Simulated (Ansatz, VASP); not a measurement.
**GaBAs2: VASP beside Ansatz**

The input INCAR:

```
PREC     = Accurate       # precision mode
ENCUT    = 520            # plane-wave cutoff, eV
EDIFF    = 1E-6           # SCF threshold, eV
ISMEAR   = 0              # smearing method
SIGMA    = 0.01           # smearing width, eV
LREAL    = False          # projectors in reciprocal space
LASPH    = True           # aspherical terms in the spheres
NELM     = 80             # most SCF steps
ALGO     = Normal         # electronic algorithm
ISIF     = 2              # what is computed and relaxed
LWAVE    = False          # write WAVECAR
LCHARG   = False          # write CHGCAR
GGA      = PE             # functional
NBANDS   = 21             # bands
```

File KPOINTS:

```
Automatic mesh
0
Gamma
  6 6 4
```

Contents of POSCAR:

```
GaBAs2
1.0
    3.7630431745      0.0000000000      0.0000000000
    0.0000000000      3.7630431745      0.0000000000
    0.0000000000      0.0000000000      5.5163168631
B As Ga
1 2 1
Direct
    0.0000000000      0.0000000000      0.0000000000
    0.0000000000      0.5000000000      0.2120353895
    0.5000000000      0.0000000000      0.7879646105
    0.5000000000      0.5000000000      0.5000000000
```

Input for Ansatz:

```yaml
crystal:
  lattice:
    - [3.7630431745, 0.0, 0.0]
    - [0.0, 3.7630431745, 0.0]
    - [0.0, 0.0, 5.5163168631]
  atoms:
    - { symbol: B, position: [0.0, 0.0, 0.0] }
    - { symbol: As, position: [0.0, 0.5, 0.2120353895] }
    - { symbol: Ga, position: [0.5, 0.5, 0.5] }
    - { symbol: As, position: [0.5, 0.0, 0.7879646105] }
kpoints:
  mp_grid: { grid: [6, 6, 4] }
hamiltonian:
  xc: pbe
scf:
  occupations: { method: fixed }
  n_extra_bands: 5
output:
  forces: true
  stress: true
  eigenvalues: true
```

Alike in both runs: task single point; functional PBE; k mesh 6 × 6 × 4; no spin polarisation.

```csv
,VASP,Ansatz
version,VASP 6.6.1,Ansatz 0.2.0
potentials or method,"VASP PAW PBE potentials, release 64 (B, As, Ga_d)","plane waves, PAW"
plane-wave cutoff (eV),520,420
occupations,"gaussian, width 0.01 eV",fixed
valence electrons in the cell,26,46
```

```csv
,VASP,Ansatz,Ansatz less VASP
gap on the k mesh at the Fermi level (eV),0.40,0.40,-0.001
pressure (GPa),-4.3,-4.5,-0.20
rms of the force components (eV/Å),0.025,0.023,-0.0021
```

VASP's potentials hold 26 valence electrons a cell and Ansatz's 46, so a difference there can come from the potentials and not from the codes.
